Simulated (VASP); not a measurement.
# NaI (Fm-3m) in VASP: a series of runs, part 2 of 2

VASP 6.6.1.

**6. Single point, PBEsol**

This run uses another cell than the first one, of 32.80 Å³/atom.

Input file INCAR:

```
PREC     = Accurate       # precision mode
ENCUT    = 520            # plane-wave cutoff, eV
EDIFF    = 1E-7           # SCF threshold, eV
ISMEAR   = -1             # smearing method
SIGMA    = 0.05           # smearing width, eV
LREAL    = False          # projectors in reciprocal space
LASPH    = True           # aspherical terms in the spheres
NELM     = 80             # most SCF steps
ALGO     = Normal         # electronic algorithm
ISIF     = 2              # what is computed and relaxed
LWAVE    = False          # write WAVECAR
LCHARG   = False          # write CHGCAR
GGA      = PS             # functional
NBANDS   = 14             # bands
```

Input file KPOINTS:

```
Automatic mesh
0
Gamma
  7 7 7
```

Input file POSCAR:

```
NaI
1.0
    0.0000000000      3.2009897645      3.2009897645
    3.2009897645      0.0000000000      3.2009897645
    3.2009897645      3.2009897645      0.0000000000
I Na
1 1
Direct
    0.5000000000      0.5000000000      0.5000000000
    0.0000000000      0.0000000000      0.0000000000
```

Potentials or basis: VASP PAW PBE potentials, release 64 (I, Na_pv).

Run with:

```bash
$ cat potpaw_PBE.64/I/POTCAR potpaw_PBE.64/Na_pv/POTCAR > POTCAR
$ mpirun -np 1 vasp_std > vasp.out
```

OUTCAR:

```text
PREC = Accurate
   ENCUT = 520
   EDIFF = 1E-7
   ISMEAR = -1
   LREAL = False
   LASPH = True
   NELM = 80
   ISIF = 2
   GGA = PS

 ion  position               nearest neighbor table
   1  0.500  0.500  0.500-
   2  0.000  0.000  0.000-

  LATTYP: Found a face centered cubic cell.
 ALAT       =     6.4019795290

  Lattice vectors:

 A1 = (   0.0000000000,   3.2009897645,   3.2009897645)
 A2 = (   3.2009897645,   0.0000000000,   3.2009897645)
 A3 = (   3.2009897645,   3.2009897645,   0.0000000000)

Analysis of symmetry for initial positions (statically):
=====================================================================
 Subroutine PRICEL returns:
 Original cell was already a primitive cell.

 Routine SETGRP: Setting up the symmetry group for a
 face centered cubic supercell.

 Subroutine GETGRP returns: Found 48 space group operations
 (whereof 48 operations were pure point group operations)
 out of a pool of 48 trial point group operations.

The static configuration has the point symmetry O_h .

Analysis of symmetry for dynamics (positions and initial velocities):
=====================================================================
 Subroutine PRICEL returns:
 Original cell was already a primitive cell.

 Routine SETGRP: Setting up the symmetry group for a
 face centered cubic supercell.

 Subroutine GETGRP returns: Found 48 space group operations
 (whereof 48 operations were pure point group operations)
 out of a pool of 48 trial point group operations.

The dynamic configuration has the point symmetry O_h .

 Subroutine INISYM returns: Found 48 space group operations
 (whereof 48 operations are pure point group operations),
 and found     1 'primitive' translations

----------------------------------------------------------------------------------------

                                     Primitive cell
[... 112 lines left out ...]
   LHFCALC =     F    Hartree Fock is set to
   AEXX    =    0.0000 exact exchange contribution
   IVDW    =     0    specifies the selected vdW correction
   LEPSILON=     F    determine dielectric tensor
   LRPA    =     F    only Hartree local field effects (RPA)
 non-spin polarized calculation
  energy-cutoff  :      520.00
  volume of cell :       65.60
 maximum number of plane-waves:      1807
 NGX is ok and might be reduce to    36
   NGX = 17   NGY = 17   NGZ = 17

 number of electron      13.9999999 magnetization

 Free energy of the ion-electron system (eV)
  ---------------------------------------------------
  ext. energy  EPLUGINS =         0.00000000
  ---------------------------------------------------
  free energy    TOTEN  =        -5.66982491 eV

  energy without entropy =       -5.66982491  energy(sigma->0) =       -5.66982491

 E-fermi :   2.0398     XC(G=0):  -7.9803

 val. band max:        0.9507759507   @ k =   0.0000   0.0000   0.0000
 cond. band min:       4.5419731731   @ k =   0.0000   0.0000   0.0000
 fundamental gap:      3.5911972225
 Fermi energy:         2.0398137000

 k-point     1 :       0.0000    0.0000    0.0000
  band No.  band energies     occupation
      1     -21.2592      2.00000
      2     -21.2592      2.00000
      3     -21.2592      2.00000
      4     -10.1941      2.00000
      5       0.9508      2.00000
      6       0.9508      2.00000
      7       0.9508      2.00000
      8       4.5420      0.00000
      9       8.7949      0.00000
     10       8.7949      0.00000
     11       8.7949      0.00000
     12      10.7209      0.00000
     13      10.7209      0.00000
     14      11.2084      0.00000
[... 309 lines left out ...]
      1     -21.2629      2.00000
      2     -21.2629      2.00000
      3     -21.2609      2.00000
      4      -9.7574      2.00000
      5      -0.6570      2.00000
      6      -0.5889      2.00000
      7       0.1331      2.00000
      8       6.6669      0.00000
      9       7.9121      0.00000
     10       8.8338      0.00000
     11       9.2431      0.00000
     12      11.9723      0.00000
     13      12.5758      0.00000
     14      14.7245      0.00000

------------------------ aborting loop because EDIFF is reached ----------------------------------------

  FORCE on cell =-STRESS in cart. coord.  units (eV):
  Direction    XX          YY          ZZ          XY          YZ          ZX
  --------------------------------------------------------------------------------------
  -------------------------------------------------------------------------------------
  Total        0.0192379      0.0192379      0.0192379      0.0000000      0.0000000     -0.0000000
  in kB        0.4698773      0.4698773      0.4698773      0.0000000      0.0000000     -0.0000000
  external PRESSURE =       0.4698773 kB  Pullay stress =       0.0000000 kB

 VOLUME and BASIS-vectors are now :
 -----------------------------------------------------------------------------
  energy-cutoff  :      520.00
  volume of cell :       65.60
      direct lattice vectors                 reciprocal lattice vectors
     0.000000000  3.200989765  3.200989765    -0.156201687  0.156201687  0.156201687
     3.200989765  0.000000000  3.200989765     0.156201687 -0.156201687  0.156201687
     3.200989765  3.200989765  0.000000000     0.156201687  0.156201687 -0.156201687

 POSITION                                       TOTAL-FORCE (eV/Angst)
 -----------------------------------------------------------------------------------
      3.20099      3.20099      3.20099         0.000000      0.000000     -0.000000
      0.00000      0.00000      0.00000        -0.000000     -0.000000      0.000000
 -----------------------------------------------------------------------------------
    total drift:                                0.000000      0.000000      0.000000

  FREE ENERGIE OF THE ION-ELECTRON SYSTEM (eV)
  ---------------------------------------------------
  free  energy   TOTEN  =        -5.6698249112 eV

  energy  without entropy=       -5.6698249112  energy(sigma->0) =       -5.66982491
```

OSZICAR:

```text
N       E                     dE             d eps       ncg     rms          rms(c)
DAV:   1     0.793415472280E+02    0.79342E+02   -0.65579E+03   560   0.905E+02
DAV:   2     0.651787678800E+00   -0.78690E+02   -0.73084E+02   590   0.213E+02
DAV:   3    -0.557573342481E+01   -0.62275E+01   -0.61856E+01   728   0.597E+01
DAV:   4    -0.573212277639E+01   -0.15639E+00   -0.15635E+00   684   0.949E+00
DAV:   5    -0.573614846188E+01   -0.40257E-02   -0.40257E-02   768   0.148E+00    0.143E+00
DAV:   6    -0.567886799098E+01    0.57280E-01   -0.63331E-02   686   0.191E+00    0.933E-01
DAV:   7    -0.566893607785E+01    0.99319E-02   -0.51411E-02   710   0.141E+00    0.523E-01
DAV:   8    -0.566985059601E+01   -0.91452E-03   -0.33591E-03   632   0.560E-01    0.875E-02
DAV:   9    -0.566981952680E+01    0.31069E-04   -0.11935E-04   686   0.123E-01    0.214E-02
DAV:  10    -0.566982440850E+01   -0.48817E-05   -0.18574E-05   692   0.483E-02    0.556E-03
DAV:  11    -0.566982482779E+01   -0.41929E-06   -0.23991E-06   716   0.156E-02    0.209E-03
DAV:  12    -0.566982491121E+01   -0.83414E-07   -0.30444E-07   632   0.370E-03
   1 F= -.56698249E+01 E0= -.56698249E+01  d E =-.259169E-10
```

stdout:

```text
POSCAR found type information on POSCAR I Na
 POSCAR found :  2 types and       2 ions
 scaLAPACK will be used
 -----------------------------------------------------------------------------
|                                                                             |
|                                                                             |
|     You enforced a specific xc type in the INCAR file but a different       |
|     I HOPE YOU KNOW WHAT YOU ARE DOING!                                     |
|                                                                             |
 -----------------------------------------------------------------------------

 LDA part: xc-table for (Slater+PW92), standard interpolation
 POSCAR, INCAR and KPOINTS ok, starting setup
 FFT: planning ... GRIDC
 FFT: planning ... GRID_SOFT
 FFT: planning ... GRID
 WAVECAR not read
 entering main loop
```

Run time: 11 s. Hardware: 1 thread of Intel Xeon Platinum 8488C (Sapphire Rapids), shared host; peak memory 0.2 GiB.

Results:

| Quantity | Value |
| --- | --- |
| Free energy | -5.6698 eV |
| Pressure | 0.0 GPa |
| Band gap on the k mesh | 3.59 eV |

Caveat: the PAW data sets were made with another functional, which shifts forces and pressure a little; spin-orbit coupling is left out, which moves the levels of the heavy elements. A hybrid or GW would open this gap; PBEsol tends to underestimate it.

**7. Overview**

| cell | gap on the mesh (eV) | pressure (GPa) |
| --- | --- | --- |
| a = 3.813 Å, angles 60.0°, 2 atoms | 3.69 | 30.4 |
| a = 3.929 Å, angles 60.0°, 2 atoms | 4.12 | 20.2 |
| a = 4.108 Å, angles 60.0°, 2 atoms | 4.64 | 10.1 |
| a = 4.254 Å, angles 60.0°, 2 atoms | 4.19 | 5.1 |
| a = 4.527 Å, angles 60.0°, 2 atoms | 3.59 | 0.0 |

Alike in all rows: task single point; level PBEsol; potentials or basis VASP PAW PBE potentials, release 64 (I, Na_pv); no spin polarisation; k mesh 7 × 7 × 7; cutoff (eV) 520; smearing fermi-dirac 0.05 eV.

Caveats: the PAW data sets were made with another functional, which shifts forces and pressure a little; spin-orbit coupling is left out, which moves the levels of the heavy elements; the cell stands under pressure (at least some runs); an odd mesh through Γ misses points on the zone boundary, where band edges can lie (at least some runs).

Absolute energies hang on the potentials; compare differences alone.
